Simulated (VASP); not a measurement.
# In3S2 (P4/mmm) in VASP: single point with PBE

Aim: the single point of In3S2 with PBE.

All numbers are computed with VASP 6.6.1; they aren't measurements. Logs are shortened: lines on timing, memory, paths and dates and some standing lists are left out, and cuts for length are marked.

**1. The cell of the first run**

The structure is tetragonal, space group P4/mmm (No. 123). The conventional cell has a = 4.255 Å, b = 4.255 Å, c = 7.698 Å, α = 90.00°, β = 90.00°, γ = 90.00°. Within 4.4 Å of In (site symmetry 4/mmm) lie 8 S at 3.32 Å and 6 In at 3.85 to 4.25 Å. In (site symmetry 4/mmm) has 6 In at 3.01 to 3.85 Å and 8 S at 3.87 Å within 4.0 Å. In (site symmetry 4/mmm) has 2 S at 2.44 Å and 4 In at 3.01 Å within 3.2 Å. S (site symmetry 4mm) has 5 In at 2.44 to 3.32 Å and 1 S at 2.82 Å within 3.4 Å.

**2. Single point, PBE**

POSCAR reads:

```
In3S2
1.0
    4.2547143473      0.0000000000      0.0000000000
    0.0000000000      4.2547143473      0.0000000000
    0.0000000000      0.0000000000      7.6980668041
In S
3 2
Direct
    0.0000000000      0.0000000000      0.0000000000
    0.0000000000      0.0000000000      0.5000000000
    0.5000000000      0.5000000000      0.5000000000
    0.5000000000      0.5000000000      0.1830547571
    0.5000000000      0.5000000000      0.8169452429
```

INCAR.step1 reads:

```
SYSTEM = In3S2
PREC = Accurate ; ENCUT = 520
EDIFF = 1E-6 ; ISMEAR = 0
SIGMA = 0.1 ; LREAL = .FALSE.
LASPH = .TRUE. ; NELM = 60
ALGO = Normal ; ISIF = 2
LWAVE = .FALSE. ; LCHARG = .TRUE.
GGA = PE ; NBANDS = 34
```

KPOINTS.step1 reads:

```
Automatic mesh
0
G
  10 10 6
  0 0 0
```

INCAR.step2 reads:

```
SYSTEM = In3S2
PREC = Accurate ; ENCUT = 520
EDIFF = 1E-6 ; ISMEAR = -5
SIGMA = 0.1 ; LREAL = .FALSE.
LASPH = .TRUE. ; NELM = 60
ALGO = Normal ; ISIF = 2
LWAVE = .FALSE. ; LCHARG = .FALSE.
GGA = PE ; LORBIT = 11
NEDOS = 1001 ; ICHARG = 11
```

KPOINTS.step2 reads:

```
Automatic mesh
0
G
  15 15 9
  0 0 0
```

Potentials or basis: VASP PAW PBE potentials, release 64 (In_d, S).

Launch:

```bash
cat potpaw_PBE.64/In_d/POTCAR potpaw_PBE.64/S/POTCAR > POTCAR
cp INCAR.step1 INCAR
cp KPOINTS.step1 KPOINTS
mpirun -np 1 vasp_std > vasp.out
cp INCAR.step2 INCAR
cp KPOINTS.step2 KPOINTS
mpirun -np 1 vasp_std > vasp.out
```

OUTCAR:

```text
SYSTEM = In3S2
   PREC = Accurate
   ENCUT = 520
   EDIFF = 1E-6
   ISMEAR = -5
   LREAL = .FALSE.
   LASPH = .TRUE.
   NELM = 60
   ISIF = 2
   GGA = PE
   LORBIT = 11
   ICHARG = 11

 ion  position               nearest neighbor table
   1  0.000  0.000  0.000-   4 3.32   5 3.32   4 3.32   5 3.32   4 3.32   5 3.32   4 3.32   5 3.32
                             2 3.85   2 3.85
   2  0.000  0.000  0.500-   3 3.01   3 3.01   3 3.01   3 3.01   1 3.85   1 3.85
   3  0.500  0.500  0.500-   4 2.44   5 2.44   2 3.01   2 3.01   2 3.01   2 3.01
   4  0.500  0.500  0.183-   3 2.44   1 3.32   1 3.32   1 3.32   1 3.32
   5  0.500  0.500  0.817-   3 2.44   1 3.32   1 3.32   1 3.32   1 3.32

  LATTYP: Found a simple tetragonal cell.
 ALAT       =     4.2547143473
 C/A-ratio  =     1.8093028523

  Lattice vectors:

 A1 = (   4.2547143473,   0.0000000000,   0.0000000000)
 A2 = (   0.0000000000,   4.2547143473,   0.0000000000)
 A3 = (   0.0000000000,   0.0000000000,   7.6980668041)

Analysis of symmetry for initial positions (statically):
=====================================================================
 Subroutine PRICEL returns:
 Original cell was already a primitive cell.

 Routine SETGRP: Setting up the symmetry group for a
 simple tetragonal supercell.

 Subroutine GETGRP returns: Found 16 space group operations
 (whereof 16 operations were pure point group operations)
 out of a pool of 16 trial point group operations.

The static configuration has the point symmetry D_4h.

Analysis of symmetry for dynamics (positions and initial velocities):
=====================================================================
 Subroutine PRICEL returns:
 Original cell was already a primitive cell.

 Routine SETGRP: Setting up the symmetry group for a
 simple tetragonal supercell.

 Subroutine GETGRP returns: Found 16 space group operations
 (whereof 16 operations were pure point group operations)
 out of a pool of 16 trial point group operations.

The dynamic configuration has the point symmetry D_4h.

 Subroutine INISYM returns: Found 16 space group operations
 (whereof 16 operations are pure point group operations),
 and found     1 'primitive' translations

----------------------------------------------------------------------------------------

                                     Primitive cell

  volume of cell :     139.3550

  direct lattice vectors                    reciprocal lattice vectors
     4.254714347  0.000000000  0.000000000     0.235033405  0.000000000  0.000000000
     0.000000000  4.254714347  0.000000000     0.000000000  0.235033405  0.000000000
     0.000000000  0.000000000  7.698066804     0.000000000  0.000000000  0.129902744

  length of vectors
     4.254714347  4.254714347  7.698066804     0.235033405  0.235033405  0.129902744

  position of ions in fractional coordinates (direct lattice)
     0.000000000  0.000000000  0.000000000
     0.000000000  0.000000000  0.500000000
     0.500000000  0.500000000  0.500000000
     0.500000000  0.500000000  0.183054757
     0.500000000  0.500000000  0.816945243

  ion indices of the primitive-cell ions
   primitive index   ion index
                 1           1
                 2           2
                 3           3
                 4           4
                 5           5

----------------------------------------------------------------------------------------

 KPOINTS: Automatic mesh

Automatic generation of k-mesh.
 Grid dimensions read from file:
 generate k-points for:   15   15    9

 Generating k-lattice:

  Cartesian coordinates                     Fractional coordinates (reciprocal lattice)
     0.015668894  0.000000000  0.000000000     0.066666667  0.000000000  0.000000000
     0.000000000  0.015668894  0.000000000     0.000000000  0.066666667  0.000000000
     0.000000000  0.000000000  0.014433638     0.000000000  0.000000000  0.111111111

  Length of vectors
     0.015668894  0.015668894  0.014433638

  Shift w.r.t. Gamma in fractional coordinates (k-lattice)
     0.000000000  0.000000000  0.000000000

 TETIRR: Found   3013 inequivalent tetrahedra from    12150

 Subroutine IBZKPT returns following result:
 ===========================================

 Found    180 irreducible k-points:

 Following reciprocal coordinates:
            Coordinates               Weight
  0.000000  0.000000  0.000000      1.000000
  0.066667  0.000000  0.000000      4.000000
  0.133333  0.000000  0.000000      4.000000
  0.200000  0.000000  0.000000      4.000000
  0.266667  0.000000  0.000000      4.000000
  0.333333  0.000000  0.000000      4.000000
[... 16 lines left out ...]
  0.266667  0.200000  0.000000      8.000000
  0.333333  0.200000  0.000000      8.000000
 [... further k-points ...]
   k-points           NKPTS =    180   k-points in BZ     NKDIM =    180   number of bands    NBANDS=     30
   number of dos      NEDOS =   1001   number of ions     NIONS =      5
   total plane-waves  NPLWV =  61440
   dimension x,y,z NGX =    32 NGY =   32 NGZ =   60
   dimension x,y,z NGXF=    64 NGYF=   64 NGZF=  120
   ions per type =               3   2
   NGX,Y,Z   is equivalent  to a cutoff of  12.50, 12.50, 12.96 a.u.
   NGXF,Y,Z  is equivalent  to a cutoff of  25.01, 25.01, 25.91 a.u.
 SYSTEM =  In3S2
   PREC   = accura    normal or accurate (medium, high low for compatibility)
   ISTART =      0    job   : 0-new  1-cont  2-samecut
   ICHARG =     11    charge: 1-file 2-atom 10-const
   ISPIN  =      1    spin polarized calculation?
   LNONCOLLINEAR =      F non collinear calculations
   LSORBIT =      F    spin-orbit coupling
   LASPH  =      T    aspherical Exc in radial PAW
   ENCUT  =  520.0 eV  38.22 Ry    6.18 a.u.   7.91  7.91 14.31*2*pi/ulx,y,z
   NELM   =     60;   NELMIN=  2; NELMDL=  0     # of ELM steps
   EDIFF  = 0.1E-05   stopping-criterion for ELM
   LREAL  =      F    real-space projection
   EDIFFG = 0.1E-04   stopping-criterion for IOM
   NSW    =      0    number of steps for IOM
   IBRION =     -1    ionic relax: 0-MD 1-quasi-New 2-CG
   NFREE  =      0    steps in history (QN), initial steepest desc. (CG)
   ISIF   =      2    stress and relaxation
   ISYM   =      2    0-nonsym 1-usesym 2-fastsym
   POTIM  = 0.5000    time-step for ionic-motion
   TEBEG  =    0.0;   TEEND  =   0.0 temperature during run
   PSTRESS=    0.0 pullay stress
   NELECT =      51.0000    total number of electrons
   NUPDOWN=      -1.0000    fix difference up-down
   EMIN   =  10.00;   EMAX   =-10.00  energy-range for DOS
   EFERMI =   0.00;   METHOD = LEGACY
   ISMEAR =    -5;   SIGMA  =   0.10  broadening in eV -4-tet -1-fermi 0-gaus
   EFERMI_NEDOS =   21; number of points for ismear=-14 and -15
   IALGO  =     38    algorithm
   IMIX   =      4    mixing-type and parameters
     AMIX     =   0.40;   BMIX     =  1.00
     AMIX_MAG =   1.60;   BMIX_MAG =  1.00
  volume/ion in A,a.u.               =      27.87       188.08
  Fermi-wavevector in a.u.,A,eV,Ry     =   1.171001  2.212872 18.656909  1.371244
  Thomas-Fermi vector in A             =   2.307452
   LORBIT       =     11    0 simple, 1 ext, 2 COOP (PROOUT), +10 PAW based schemes
   GGA     = PE    functional components
   LHFCALC =     F    Hartree Fock is set to
   AEXX    =    0.0000 exact exchange contribution
   IVDW    =     0    specifies the selected vdW correction
   LEPSILON=     F    determine dielectric tensor
   LRPA    =     F    only Hartree local field effects (RPA)
 non-spin polarized calculation
 Fermi weights with tetrahedron method with Bloechl corrections
  energy-cutoff  :      520.00
  volume of cell :      139.35
 maximum number of plane-waves:      3772
 NGX is ok and might be reduce to    32

 number of electron      51.0000028 magnetization

 Free energy of the ion-electron system (eV)
  ---------------------------------------------------
  ext. energy  EPLUGINS =         0.00000000
  ---------------------------------------------------
  free energy    TOTEN  =       -15.62901208 eV

  energy without entropy =      -15.62901208  energy(sigma->0) =      -15.62901208

 E-fermi :   4.6534     XC(G=0):  -9.2012

 val. band max:        4.6885897075   @ k =   0.4667   0.0000   0.2222
 cond. band min:       4.6105716427   @ k =   0.2667   0.2000   0.0000
 fundamental gap:     -0.0780180649
 Fermi energy:         4.6534169870

 k-point     1 :       0.0000    0.0000    0.0000
  band No.  band energies     occupation
      1     -10.6256      2.00000
      2     -10.5046      2.00000
      3     -10.3904      2.00000
      4     -10.2114      2.00000
      5     -10.2114      2.00000
      6     -10.1365      2.00000
[... 22 lines left out ...]
     29       6.3094      0.00000
     30       9.0887      0.00000

 k-point     2 :       0.0667    0.0000    0.0000
  band No.  band energies     occupation
      1     -10.6163      2.00000
      2     -10.5006      2.00000
      3     -10.3836      2.00000
      4     -10.2102      2.00000
      5     -10.2095      2.00000
      6     -10.1387      2.00000
[... 22 lines left out ...]
     29       6.6510      0.00000
     30       9.1625      0.00000

 k-point     3 :       0.1333    0.0000    0.0000
  band No.  band energies     occupation
      1     -10.5886      2.00000
      2     -10.4889      2.00000
      3     -10.3638      2.00000
      4     -10.2068      2.00000
      5     -10.2039      2.00000
      6     -10.1452      2.00000
[... 682 lines left out ...]
     29       8.0466      0.00000
     30       8.5358      0.00000

 k-point    24 :       0.3333    0.2000    0.0000
  band No.  band energies     occupation
      1     -10.4977      2.00000
      2     -10.3187      2.00000
      3     -10.2235      2.00000
      4     -10.2145      2.00000
      5     -10.2019      2.00000
      6     -10.1725      2.00000
[... 22 lines left out ...]
     29       7.5563      0.00000
     30       8.1793      0.00000

 [... further k-points ...]

------------------------ aborting loop because EDIFF is reached ----------------------------------------

  FORCE on cell =-STRESS in cart. coord.  units (eV):
  Direction    XX          YY          ZZ          XY          YZ          ZX
  --------------------------------------------------------------------------------------
  -------------------------------------------------------------------------------------
  Total        0.1394512      0.1394512     -0.1854530      0.0000000      0.0000000     -0.0000000
  in kB        1.6032838      1.6032838     -2.1321708      0.0000000      0.0000000     -0.0000000
  external PRESSURE =       0.3581322 kB  Pullay stress =       0.0000000 kB

 VOLUME and BASIS-vectors are now :
 -----------------------------------------------------------------------------
  energy-cutoff  :      520.00
  volume of cell :      139.35
      direct lattice vectors                 reciprocal lattice vectors
     4.254714347  0.000000000  0.000000000     0.235033405  0.000000000  0.000000000
     0.000000000  4.254714347  0.000000000     0.000000000  0.235033405  0.000000000
     0.000000000  0.000000000  7.698066804     0.000000000  0.000000000  0.129902744

 POSITION                                       TOTAL-FORCE (eV/Angst)
 -----------------------------------------------------------------------------------
      0.00000      0.00000      0.00000         0.000000      0.000000      0.000000
      0.00000      0.00000      3.84903         0.000000      0.000000      0.000000
      2.12736      2.12736      3.84903         0.000000      0.000000      0.000000
      2.12736      2.12736      1.40917        -0.000000     -0.000000      0.028926
      2.12736      2.12736      6.28890         0.000000     -0.000000     -0.028926
 -----------------------------------------------------------------------------------
    total drift:                                0.000000     -0.000000     -0.000000

  FREE ENERGIE OF THE ION-ELECTRON SYSTEM (eV)
  ---------------------------------------------------
  free  energy   TOTEN  =       -15.6290120754 eV

  energy  without entropy=      -15.6290120754  energy(sigma->0) =      -15.62901208

 total charge

# of ion       s       p       d       tot
------------------------------------------
    1        1.126   0.192   9.853  11.171
    2        1.068   0.397   9.840  11.305
    3        0.880   0.701   9.887  11.469
    4        1.378   2.246   0.000   3.624
    5        1.378   2.246   0.000   3.624
--------------------------------------------------
tot          5.831   5.782  29.580  41.193
```

It took 18 min on 1 thread of Intel Xeon 8259CL, shared host; peak memory 0.66 GiB.

What came out:

```
Valence electrons inside the program's atomic spheres : In 11.17, 11.30, 11.47; S 3.62
```

Caveat: spin-orbit coupling is left out, which moves the levels of the heavy elements; tetrahedron occupations give inexact forces and stress in metals.
